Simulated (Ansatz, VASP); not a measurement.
Given: the input of a run of VASP 6.6.1 on SnO2.

File INCAR:

```
ALGO = Normal ; EDIFF = 1E-6
EDIFFG = -0.01 ; ENCUT = 600
IBRION = 2 ; ISIF = 3
ISMEAR = -1 ; LASPH = True
LCHARG = False ; LREAL = False
LWAVE = False ; NELM = 80
NSW = 60 ; PREC = Accurate
SIGMA = 0.05
```

The input KPOINTS:

```
k-points
0
Gamma
  9 9 9
```

Contents of POSCAR:

```
SnO2
1.0
   -2.0000686112      2.0000686112      5.1236788559
    2.0000686112     -2.0000686112      5.1236788559
    2.0000686112      2.0000686112     -5.1236788559
Sn O
2 4
Direct
    0.0000000000      0.0000000000      0.0000000000
    0.7500000000      0.2500000000      0.5000000000
    0.5465225900      0.0465225900      0.5000000000
    0.2034774100      0.2034774100      0.0000000000
    0.9534774100      0.4534774100      0.5000000000
    0.7965225900      0.7965225900      0.0000000000
```

Potentials or basis: VASP PAW LDA potentials, release 64 (Sn_d, O).

Run with:

```bash
$ cat potpaw_LDA.64/Sn_d/POTCAR potpaw_LDA.64/O/POTCAR > POTCAR
$ mpirun -np 1 vasp_std > vasp.out
```

Problem. Translate it to Ansatz 0.2.0. Potentials there: Ansatz PAW.

Solution. As run (the cutoff follows the program's own potentials):

File input.yaml:

```yaml
crystal:
  lattice:
    - [-2.0000686112, 2.0000686112, 5.1236788559]
    - [2.0000686112, -2.0000686112, 5.1236788559]
    - [2.0000686112, 2.0000686112, -5.1236788559]
  atoms:
    - { symbol: Sn, position: [0.0, 0.0, 0.0] }
    - { symbol: Sn, position: [0.75, 0.25, 0.5] }
    - { symbol: O, position: [0.54652259, 0.04652259, 0.5] }
    - { symbol: O, position: [0.20347741, 0.20347741, 0.0] }
    - { symbol: O, position: [0.95347741, 0.45347741, 0.5] }
    - { symbol: O, position: [0.79652259, 0.79652259, 0.0] }
hamiltonian:
  xc: lda
  pseudopotentials: { kind: paw }
kpoints:
  mp_grid: { grid: [9, 9, 9] }
scf:
  occupations: { method: fermi_dirac, width: 0.05 }
output:
  forces: true
  stress: true
  eigenvalues: true
relax:
  f_tol: 0.01
  max_steps: 40
  cell: { stress_tol: 0.05 }
```

Potentials or basis: Ansatz PAW.

The run is started by

```bash
$ ansatz run input.yaml --threads 1 --pin off --max-ram 3584MiB --backend cpu --events-out ev --progress --plain --runs-dir out
```

Both were run:

|  | VASP | Ansatz | Ansatz less VASP |
| --- | --- | --- | --- |
| gap on the k mesh at the Fermi level, each at its own relaxed structure (eV) | 1.72 | 1.73 | +0.009 |
| relaxed volume (Å³/atom) | 13.43 | 13.39 | -0.041 |
| relaxed length of the cell vector where the two differ most in proportion (Å) | 5.818 | 5.814 | -0.0044 |

LDA's correlation is that of Perdew and Zunger in VASP and of Perdew and Wang (1992) in Ansatz.

Noted on Ansatz's run: Pulay correction over one GPa; odd divisions of the mesh miss points on the zone boundary, where band edges often lie, so the gap on the mesh can be too wide; the plane-wave basis is chosen anew once the cell has moved, so the energies of steps on either side of that aren't comparable.
